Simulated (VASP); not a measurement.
# SiC (Moissanite) (P6_3mc) in VASP: a series of runs, part 2 of 2

VASP 6.6.1. The steps go on from the part before.

### Step 5. Single point, B3LYP

This run uses another cell than the first one, of 10.34 Å³/atom, 0.962 times its volume.

Contents of POSCAR:

```
SiC
1.0
    3.0760000000      0.0000000000      0.0000000000
   -1.5380000000      2.6638941420      0.0000000000
    0.0000000000      0.0000000000      5.0480000000
Si C
2 2
Direct
    0.6666666667      0.3333333333      0.5000000000
    0.3333333333      0.6666666667      0.0000000000
    0.6666666667      0.3333333333      0.8850000000
    0.3333333333      0.6666666667      0.3850000000
```

Contents of INCAR.step1:

```
PREC = Accurate
ENCUT = 520
EDIFF = 1E-5
ISMEAR = -1
SIGMA = 0.05
LREAL = F
LASPH = T
NELM = 100
ALGO = Normal
ISIF = 2
LWAVE = T
LCHARG = F
NBANDS = 16
GGA = PE
```

Contents of INCAR.step2:

```
PREC = Accurate
ENCUT = 520
EDIFF = 1E-6
ISMEAR = -1
SIGMA = 0.05
LREAL = F
LASPH = T
NELM = 100
ALGO = Normal
ISIF = 2
LWAVE = F
LCHARG = F
GGA = B3
LHFCALC = T
AEXX = 0.2
AGGAX = 0.72
AGGAC = 0.81
ALDAC = 0.19
PRECFOCK = Normal
NBANDS = 16
ISTART = 1
```

Contents of KPOINTS:

```
Automatic mesh
0
Gamma
  5 5 3
```

Potentials or basis: VASP PAW PBE potentials, release 64 (Si, C).

Command:

```console
cat potpaw_PBE.64/Si/POTCAR potpaw_PBE.64/C/POTCAR > POTCAR
cp INCAR.step1 INCAR
mpirun -np 1 vasp_std > vasp.out
cp INCAR.step2 INCAR
mpirun -np 1 vasp_std > vasp.out
```

OUTCAR:

```text
PREC = Accurate
   ENCUT = 520
   EDIFF = 1E-6
   ISMEAR = -1
   LREAL = F
   LASPH = T
   NELM = 100
   ISIF = 2
   GGA = B3
   LHFCALC = T
   AEXX = 0.2
   PRECFOCK = Normal
   ISTART = 1

 ion  position               nearest neighbor table
   1  0.667  0.333  0.500-   4 1.87   4 1.87   4 1.87   3 1.94   2 3.09   2 3.09   2 3.09   2 3.09
                             2 3.09   2 3.09
   2  0.333  0.667  0.000-   3 1.87   3 1.87   3 1.87   4 1.94   1 3.09   1 3.09   1 3.09   1 3.09
                             1 3.09   1 3.09
   3  0.667  0.333  0.885-   2 1.87   2 1.87   2 1.87   1 1.94
   4  0.333  0.667  0.385-   1 1.87   1 1.87   1 1.87   2 1.94

  LATTYP: Found a hexagonal cell.
 ALAT       =     3.0760000000
 C/A-ratio  =     1.6410923277

  Lattice vectors:

 A1 = (   3.0760000000,   0.0000000000,   0.0000000000)
 A2 = (  -1.5380000000,   2.6638941420,   0.0000000000)
 A3 = (   0.0000000000,   0.0000000000,   5.0480000000)

Analysis of symmetry for initial positions (statically):
=====================================================================
 Subroutine PRICEL returns:
 Original cell was already a primitive cell.

 Routine SETGRP: Setting up the symmetry group for a
 hexagonal supercell.

 Subroutine GETGRP returns: Found 12 space group operations
 (whereof  6 operations were pure point group operations)
 out of a pool of 24 trial point group operations.

The static configuration has the point symmetry C_3v.
 The point group associated with its full space group is C_6v.

Analysis of symmetry for dynamics (positions and initial velocities):
=====================================================================
 Subroutine PRICEL returns:
 Original cell was already a primitive cell.

 Routine SETGRP: Setting up the symmetry group for a
 hexagonal supercell.

 Subroutine GETGRP returns: Found 12 space group operations
 (whereof  6 operations were pure point group operations)
 out of a pool of 24 trial point group operations.

The dynamic configuration has the point symmetry C_3v.
 The point group associated with its full space group is C_6v.

 Subroutine INISYM returns: Found 12 space group operations
 (whereof  6 operations are pure point group operations),
 and found     1 'primitive' translations

----------------------------------------------------------------------------------------

                                     Primitive cell

  volume of cell :      41.3640

  direct lattice vectors                    reciprocal lattice vectors
     3.076000000  0.000000000  0.000000000     0.325097529  0.187695146  0.000000000
    -1.538000000  2.663894142  0.000000000     0.000000000  0.375390292  0.000000000
     0.000000000  0.000000000  5.048000000     0.000000000  0.000000000  0.198098257

  length of vectors
     3.076000000  3.076000000  5.048000000     0.375390292  0.375390292  0.198098257

  position of ions in fractional coordinates (direct lattice)
     0.666666667  0.333333333  0.500000000
     0.333333333  0.666666667  0.000000000
     0.666666667  0.333333333  0.885000000
     0.333333333  0.666666667  0.385000000

  ion indices of the primitive-cell ions
   primitive index   ion index
[... 41 lines left out ...]
  0.200000  0.200000  0.333333     12.000000
  0.400000  0.200000  0.333333     12.000000
   k-points           NKPTS =     10   k-points in BZ     NKDIM =     75   number of bands    NBANDS=     16
   number of dos      NEDOS =    301   number of ions     NIONS =      4
   total plane-waves  NPLWV =  23040
   dimension x,y,z NGX =    24 NGY =   24 NGZ =   40
   dimension x,y,z NGXF=    48 NGYF=   48 NGZF=   80
   ions per type =               2   2
   NGX,Y,Z   is equivalent  to a cutoff of  12.97, 12.97, 13.17 a.u.
   NGXF,Y,Z  is equivalent  to a cutoff of  25.94, 25.94, 26.35 a.u.
 SYSTEM =  unknown system
   PREC   = accura    normal or accurate (medium, high low for compatibility)
   ISTART =      1    job   : 0-new  1-cont  2-samecut
   ICHARG =      0    charge: 1-file 2-atom 10-const
   ISPIN  =      1    spin polarized calculation?
   LNONCOLLINEAR =      F non collinear calculations
   LSORBIT =      F    spin-orbit coupling
   LASPH  =      T    aspherical Exc in radial PAW
   ENCUT  =  520.0 eV  38.22 Ry    6.18 a.u.   5.72  5.72  9.39*2*pi/ulx,y,z
   NELM   =    100;   NELMIN=  2; NELMDL=  0     # of ELM steps
   EDIFF  = 0.1E-05   stopping-criterion for ELM
   LREAL  =      F    real-space projection
   EDIFFG = 0.1E-04   stopping-criterion for IOM
   NSW    =      0    number of steps for IOM
   IBRION =     -1    ionic relax: 0-MD 1-quasi-New 2-CG
   NFREE  =      0    steps in history (QN), initial steepest desc. (CG)
   ISIF   =      2    stress and relaxation
   ISYM   =      3    0-nonsym 1-usesym 2-fastsym
   POTIM  = 0.5000    time-step for ionic-motion
   TEBEG  =    0.0;   TEEND  =   0.0 temperature during run
   PSTRESS=    0.0 pullay stress
   NELECT =      16.0000    total number of electrons
   NUPDOWN=      -1.0000    fix difference up-down
   EMIN   =  10.00;   EMAX   =-10.00  energy-range for DOS
   EFERMI =   0.00;   METHOD = LEGACY
   ISMEAR =    -1;   SIGMA  =   0.05  broadening in eV -4-tet -1-fermi 0-gaus
   EFERMI_NEDOS =   21; number of points for ismear=-14 and -15
   IALGO  =     38    algorithm
   IMIX   =      1    mixing-type and parameters
     AMIX     =   0.40;   BMIX     =  1.00
     AMIX_MAG =   1.60;   BMIX_MAG =  1.00
  volume/ion in A,a.u.               =      10.34        69.78
  Fermi-wavevector in a.u.,A,eV,Ry     =   1.192817  2.254098 19.358549  1.422813
  Thomas-Fermi vector in A             =   2.328847
   LORBIT       =      0    0 simple, 1 ext, 2 COOP (PROOUT), +10 PAW based schemes
   GGA     = B3    functional components
   LHFCALC =     T    Hartree Fock is set to
   PRECFOCK=normal    Normal, Fast or Accurate (Low or Medium for compatibility)
   ENCUT4O =  -1.0   cutoff for four orbital integrals eV
   NKREDX  =     1    reduce k-point grid by
   NKREDY  =     1    reduce k-point grid by
   NKREDZ  =     1    reduce k-point grid by
   AEXX    =    0.2000 exact exchange contribution
   HFSCREEN=    0.0000 screening length (either q_TF or 0.3 A-1)
   HFSCREENC=   0.0000 screening length for correlation (either q_TF or 0.3 A-1)
   ENCUTFOCK=  -1.0 apply spherical cutoff to Coloumb kernel
   IVDW    =     0    specifies the selected vdW correction
   LEPSILON=     F    determine dielectric tensor
   LRPA    =     F    only Hartree local field effects (RPA)
 non-spin polarized calculation
  energy-cutoff  :      520.00
  volume of cell :       41.36
 maximum number of plane-waves:      1118
 NGX is ok and might be reduce to    24
  NGX = 18; NGY = 18; NGZ = 30

 number of electron      16.0000000 magnetization

 Free energy of the ion-electron system (eV)
  ---------------------------------------------------
  ext. energy  EPLUGINS =         0.00000000
  ---------------------------------------------------
  free energy    TOTEN  =       -33.18056277 eV

  energy without entropy =      -33.18056277  energy(sigma->0) =      -33.18056277

 E-fermi :   8.9013     XC(G=0):  -8.9409

 val. band max:        7.8560397435   @ k =   0.0000   0.0000   0.0000
 cond. band min:      12.2967934819   @ k =   0.4000  -0.0000   0.0000
 fundamental gap:      4.4407537384
 Fermi energy:         8.9012601727

 k-point     1 :       0.0000    0.0000    0.0000
  band No.  band energies     occupation
      1      -9.0767      2.00000
      2      -5.4064      2.00000
      3      -1.3956      2.00000
      4       6.1430      2.00000
      5       6.1430      2.00000
      6       7.5258      2.00000
[... 167 lines left out ...]
      3      -0.9438      2.00000
      4      -0.2358      2.00000
      5       2.1106      2.00000
      6       3.4050      2.00000
[... 8 lines left out ...]
     15      21.7552      0.00000
     16      22.4819      0.00000

------------------------ aborting loop because EDIFF is reached ----------------------------------------

  FORCE on cell =-STRESS in cart. coord.  units (eV):
  Direction    XX          YY          ZZ          XY          YZ          ZX
  --------------------------------------------------------------------------------------
  -------------------------------------------------------------------------------------
  Total        1.2196683      1.2196683      0.1808703      0.0000000      0.0000000      0.0000000
  in kB       47.2421535     47.2421535      7.0057603      0.0000000      0.0000000      0.0000000
  external PRESSURE =      33.8300224 kB  Pullay stress =       0.0000000 kB

 VOLUME and BASIS-vectors are now :
 -----------------------------------------------------------------------------
  energy-cutoff  :      520.00
  volume of cell :       41.36
      direct lattice vectors                 reciprocal lattice vectors
     3.076000000  0.000000000  0.000000000     0.325097529  0.187695146  0.000000000
    -1.538000000  2.663894142  0.000000000     0.000000000  0.375390292  0.000000000
     0.000000000  0.000000000  5.048000000     0.000000000  0.000000000  0.198098257

 POSITION                                       TOTAL-FORCE (eV/Angst)
 -----------------------------------------------------------------------------------
      1.53800      0.88796      2.52400         0.000000      0.000000      0.767977
     -0.00000      1.77593      0.00000         0.000000     -0.000000      0.767977
      1.53800      0.88796      4.46748        -0.000000      0.000000     -0.767977
     -0.00000      1.77593      1.94348         0.000000      0.000000     -0.767977
 -----------------------------------------------------------------------------------
    total drift:                                0.000000      0.000000     -0.000291

  FREE ENERGIE OF THE ION-ELECTRON SYSTEM (eV)
  ---------------------------------------------------
  free  energy   TOTEN  =       -33.1805627657 eV

  energy  without entropy=      -33.1805627656  energy(sigma->0) =      -33.18056277
```

It took 4.1 min on 1 thread of AMD EPYC 7R13 (Zen 3), shared host; peak memory 0.13 GiB.

Results:

```yaml
Free_energy: -33.1806 eV
Pressure: 3.4 GPa
Largest_force: 0.768 eV/Å
Band_gap_on_the_k_mesh: 4.44 eV, indirect (least direct gap 5.97 eV)
```

Forces on the atoms (eV/Å):
```
Si   0.000  0.000  0.768
Si   0.000  0.000  0.768
C    0.000  0.000 -0.768
C    0.000  0.000 -0.768
```

Caveat: the k points lie up to 0.47 Å⁻¹ apart; the PAW data sets were made with another functional, which shifts forces and pressure a little.

### Step 6. Single point, PBE+D4

This run uses another cell than the first one, of 9.72 Å³/atom, 0.904 times its volume.

Contents of INCAR:

```
SYSTEM = SiC
  PREC = Accurate
  ENCUT = 520
  EDIFF = 1E-6
  ISMEAR = -1
  SIGMA = 0.05
  LREAL = .FALSE.
  LASPH = .TRUE.
  NELM = 80
  ALGO = Normal
  ISIF = 2
  LWAVE = .FALSE.
  LCHARG = .FALSE.
  GGA = PE
  IVDW = 13
  NBANDS = 16
```

Contents of KPOINTS:

```
Automatic mesh
0
G
  10 10 5
  0 0 0
```

Contents of POSCAR:

```
SiC
1.0
    3.0132068704      0.0000000000      0.0000000000
   -1.5066034352      2.6095136966      0.0000000000
    0.0000000000      0.0000000000      4.9449506768
Si C
2 2
Direct
    0.6666666667      0.3333333333      0.5000000000
    0.3333333333      0.6666666667      0.0000000000
    0.6666666667      0.3333333333      0.8850000000
    0.3333333333      0.6666666667      0.3850000000
```

Potentials or basis: VASP PAW PBE potentials, release 64 (Si, C).

Command:

```console
cat potpaw_PBE.64/Si/POTCAR potpaw_PBE.64/C/POTCAR > POTCAR
mpirun -np 1 vasp_std > vasp.out
```

Wall time 46 s (1 thread of AMD EPYC 7R13, shared host); peak memory 0.13 GiB.

It converged, with:

| Item | Value |
| --- | --- |
| Free energy | -31.2794 eV |
| Pressure | 14.6 GPa |
| Largest force | 0.846 eV/Å |
| Band gap on the k mesh | 2.37 eV, indirect (least direct gap 4.20 eV) |
| Dispersion energy per atom | -0.346 eV |

Forces on the atoms (eV/Å):
```
Si   0.000  0.000  0.846
Si   0.000  0.000  0.846
C    0.000  0.000 -0.846
C    0.000  0.000 -0.846
```

Stress tensor (GPa, compression positive):
```
17.12  0.00  0.00
 0.00 17.12  0.00
 0.00  0.00  9.68
```

Levels at points of the mesh, in eV from the valence-band top:
| k point | band 5 | band 6 | band 7 | band 8 | band 9 | band 10 | band 11 | band 12 |
| --- | --- | --- | --- | --- | --- | --- | --- | --- |
| (0.00, 0.00, 0.00) | -1.58 | -0.27 | -0.27 | 0.00 | 5.18 | 6.67 | 6.88 | 6.88 |
| (0.50, 0.00, 0.00) | -5.65 | -3.66 | -3.44 | -1.50 | 2.71 | 4.27 | 7.22 | 7.44 |

A k mesh can miss the band edges. As with any semilocal functional, this PBE gap is likely too small.

### Step 7. Summary

```csv
task,level,cell,k mesh,cutoff (eV),grid for exact exchange (PRECFOCK),gap on the mesh (eV),pressure (GPa),largest force (eV/Å)
single point,SVWN5,"a = 3.116, b = 3.116, c = 5.114 Å, angles 90.0, 90.0, 120.0°, 4 atoms",10 × 10 × 5,520,-,2.43,-10.7,0.68
single point,SVWN5,"a = 3.136, b = 3.136, c = 5.147 Å, angles 90.0, 90.0, 120.0°, 4 atoms",10 × 10 × 5,520,-,2.39,-14.1,0.66
relaxation of cell and atoms,RPBE,"relaxed from a = 3.076, b = 3.076, c = 5.048 Å, angles 90.0, 90.0, 120.0°, 4 atoms",10 × 10 × 5,600,-,2.52,0.1,-
single point,B3LYP,"a = 3.076, b = 3.076, c = 5.048 Å, angles 90.0, 90.0, 120.0°, 4 atoms",5 × 5 × 3,520,Normal,4.44,3.4,0.77
single point,PBE+D4,"a = 3.013, b = 3.013, c = 4.945 Å, angles 90.0, 90.0, 120.0°, 4 atoms",10 × 10 × 5,520,-,2.37,14.6,0.85
```

Alike in all rows: potentials or basis VASP PAW PBE potentials, release 64 (Si, C); no spin polarisation; smearing fermi-dirac 0.05 eV.

Caveats: some runs use coarse meshes; the PAW data sets were made with another functional, which shifts forces and pressure a little (some runs).

Absolute energies hang on the potentials; compare differences alone.
